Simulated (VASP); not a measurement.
Set up this calculation in VASP 6.6.1, as the native input.

- Task: relaxation of cell and atoms
- Functional: PBEsol
- Potentials or basis: VASP PAW PBE potentials, release 64 (Mg, O)
- Cutoff: 600 eV
- k mesh: 12 × 12 × 12
- Occupations: gaussian, width 0.02 eV
- Spin: no spin polarisation
- Dipole correction: no
- Further INCAR settings: ALGO = Normal; EDIFF = 1e-07; IBRION = 2; EDIFFG = -0.005; NSW = 100; ISIF = 3

The structure of MgO2 lies in POSCAR:

```
MgO2
1.0
    1.6047610160      0.9265092046      3.4939788749
   -1.6047610160      0.9265092046      3.4939788749
    0.0000000000     -1.8530184092      3.4939788749
Mg O
1 2
Direct
    0.0000000000      0.0000000000      0.0000000000
    0.4287860000      0.4287860000      0.4287860000
    0.5712140000      0.5712140000      0.5712140000
```

The input as run:

INCAR

```
  PREC = Accurate
  ENCUT = 600
  EDIFF = 1E-7
  ISMEAR = 0
  SIGMA = 0.02
  LREAL = False
  LASPH = True
  NELM = 100
  ALGO = Normal
  ISIF = 3
  LWAVE = False
  LCHARG = False
  GGA = PS
  IBRION = 2
  NSW = 100
  EDIFFG = -0.005
```

KPOINTS

```
regular mesh
0
Gamma
  12 12 12
```

Potentials or basis: VASP PAW PBE potentials, release 64 (Mg, O).

The run is started by

```bash
$ cat potpaw_PBE.64/Mg/POTCAR potpaw_PBE.64/O/POTCAR > POTCAR
$ mpirun -np 1 vasp_std > vasp.out
```

It gave:

- Relaxed volume: 9.97 Å³/atom
- Relaxed cell: a = 3.909 Å, b = 3.909 Å, c = 3.909 Å, α = 47.69°, β = 47.69°, γ = 47.69°
- Space group after relaxing (to 0.05 Å): R-3m (No. 166)
- Energy gained by relaxing: 6.9 meV/atom
- Ionic steps: 7
- Pressure after relaxing: 0.0 GPa
- Band gap on the k mesh: 2.40 eV, direct

Caveat: the PAW data sets were made with another functional, which shifts forces and pressure a little.

It took 6.2 min on 1 thread of Intel(R) Xeon(R) Platinum 8175M CPU @ 2.50GHz (Skylake/Cascade Lake), with other jobs on the host, peak memory 0.24 GiB.
